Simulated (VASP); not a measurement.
BH8C2N: single point with PBEsol

Crystal: BH8C2N.

```xyz
24
Lattice="6.0644 -0.0337 -0.1053 2.5235 5.5790 -0.1243 0.8400 0.6499 6.0861" Properties=species:S:1:pos:R:3 pbc="T T T"
B     5.9687    5.4687    5.2408
B     3.4591    0.7264    0.6157
H     4.9981    1.1809    3.2465
H     4.4297    5.0142    2.6100
H     5.9819    0.6691    4.6574
H     3.4459    5.5260    1.1991
H     5.6970    2.4131    4.3530
H     3.7308    3.7820    1.5035
H     3.5127    3.3562    4.7041
H     5.9151    2.8389    1.1524
H     2.1655    2.3111    5.2574
H     7.2623    3.8840    0.5990
H     2.8085    2.1311    3.5929
H     6.6193    4.0640    2.2635
H     4.7775    5.4173    4.9812
H     4.6503    0.7778    0.8753
H     6.6362    4.6130    4.6845
H     2.7917    1.5821    1.1719
C     5.2503    1.4053    4.2973
C     4.1775    4.7898    1.5592
C     3.0741    2.3453    4.6425
C     6.3537    3.8498    1.2140
N     4.0399    1.3510    5.1278
N     5.3879    4.8441    0.7287
```

- Program: VASP 6.6.1
- Task: single point
- Functional: PBEsol
- Potentials or basis: VASP PAW PBE potentials, release 64 (B, H, C, N)
- Cutoff: 520 eV
- k mesh: 4 × 4 × 4
- Occupations: gaussian, width 0.02 eV
- Spin: no spin polarisation

* Pressure: 0.1 GPa
* Largest force: 0.037 eV/Å
* Band gap on the k mesh: 5.15 eV (least direct gap 5.39 eV)

Forces in eV/Å, atoms in the order of the input:
```
B   -0.002 -0.005 -0.004
B    0.002  0.005  0.004
H   -0.006 -0.007 -0.035
H    0.006  0.007  0.035
H    0.024 -0.021  0.009
H   -0.024  0.021 -0.009
H    0.016  0.030  0.000
H   -0.016 -0.030  0.000
H    0.011  0.031  0.001
H   -0.011 -0.031 -0.001
H   -0.029  0.001  0.017
H    0.029 -0.001 -0.017
H   -0.011 -0.005 -0.035
H    0.011  0.005  0.035
H   -0.015 -0.001 -0.004
H    0.015  0.001  0.004
H    0.008 -0.011 -0.008
H   -0.008  0.011  0.008
C    0.021  0.002 -0.003
C   -0.021 -0.002  0.003
C   -0.019  0.018 -0.010
C    0.019 -0.018  0.010
N   -0.005 -0.020  0.026
N    0.005  0.020 -0.026
```

Levels at points of the mesh, in eV from the valence-band top:
| k point | band 20 | band 21 | band 22 | band 23 | band 24 | band 25 | band 26 | band 27 | band 28 | band 29 |
| --- | --- | --- | --- | --- | --- | --- | --- | --- | --- | --- |
| (0.00, 0.00, 0.00) | -1.94 | -1.49 | -1.43 | -1.19 | 0.00 | 5.39 | 6.50 | 6.88 | 7.15 | 7.53 |
| (0.50, 0.00, 0.00) | -1.97 | -1.51 | -1.42 | -1.29 | -0.11 | 6.40 | 6.47 | 6.62 | 6.89 | 7.58 |
| (0.00, 0.50, 0.00) | -2.29 | -1.57 | -1.23 | -0.99 | -0.45 | 5.87 | 6.24 | 6.47 | 6.72 | 7.15 |
| (0.50, 0.50, 0.00) | -2.27 | -1.62 | -1.17 | -0.95 | -0.45 | 6.11 | 6.19 | 6.55 | 7.01 | 7.27 |
| (0.00, 0.00, 0.50) | -2.30 | -1.55 | -1.18 | -0.97 | -0.43 | 5.84 | 6.16 | 6.31 | 6.92 | 7.22 |
| (0.50, 0.00, 0.50) | -2.29 | -1.63 | -1.23 | -0.97 | -0.47 | 6.09 | 6.15 | 6.67 | 6.78 | 7.06 |
| (0.00, 0.50, 0.50) | -2.03 | -1.55 | -1.01 | -0.95 | -0.85 | 5.21 | 5.45 | 6.18 | 6.59 | 7.38 |
| (0.50, 0.50, 0.50) | -2.06 | -1.60 | -0.96 | -0.94 | -0.82 | 5.18 | 5.82 | 6.19 | 6.76 | 7.03 |

Run time: 5.7 min on 1 thread of Intel(R) Xeon(R) Platinum 8488C (Sapphire Rapids) (shared host), peak memory 0.43 GiB.

Caveat: the PAW data sets were made with another functional, which shifts forces and pressure a little. A k mesh can miss the band edges.
